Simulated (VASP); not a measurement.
A run of VASP 6.6.1 is set up as follows.

The input INCAR:

```
SYSTEM = Be2SO3
PREC     = Accurate       ! precision mode
ENCUT    = 520            ! plane-wave cutoff, eV
EDIFF    = 1E-6           ! SCF threshold, eV
ISMEAR   = 0              ! smearing method
SIGMA    = 0.1            ! smearing width, eV
LREAL    = .FALSE.        ! projectors in reciprocal space
LASPH    = .TRUE.         ! aspherical terms in the spheres
NELM     = 100            ! most SCF steps
ALGO     = Normal         ! electronic algorithm
ISIF     = 2              ! what is computed and relaxed
LWAVE    = .FALSE.        ! write WAVECAR
LCHARG   = .FALSE.        ! write CHGCAR
GGA      = PE             ! functional
NBANDS   = 23             ! bands
```

File KPOINTS:

```
regular mesh
0
G
  6 6 4
  0 0 0
```

The input POSCAR:

```
Be2SO3
1.0
    4.1347665500      0.0000000000      0.0000000000
   -2.0673832700      3.5808128700      0.0000000000
    0.0000000000      0.0000000000      4.3549025300
Be S O
2 1 3
Direct
    0.3333333300      0.6666666700      0.5000000000
    0.6666666700      0.3333333300      0.5000000000
    0.0000000000      0.0000000000      0.5000000000
    0.5000000000      0.0000000000      0.5000000000
    0.0000000000      0.5000000000      0.5000000000
    0.5000000000      0.5000000000      0.5000000000
```

Potentials or basis: VASP PAW PBE potentials, release 64 (Be, S, O).

Launch:

```sh
$ cat potpaw_PBE.64/Be/POTCAR potpaw_PBE.64/S/POTCAR potpaw_PBE.64/O/POTCAR > POTCAR
$ mpirun -np 1 vasp_std > vasp.out
```

Q: What does it give for the band gap on the k mesh?

A: 0.03 eV (least direct gap 0.80 eV).

Q: What does it give for the pressure?

A: 125.5 GPa.

Stress tensor (GPa, compression positive):
```
188.28   0.00   0.00
  0.00 188.28   0.00
  0.00   0.00  -0.17
```

Caveat: the stress differs along the axes, from -0 to 188 GPa; the smearing spreads over this small gap; this functional lacks dispersion, which binds layers or chains, so the pressure and a relaxed spacing across them are unreliable. A k mesh can miss the band edges.
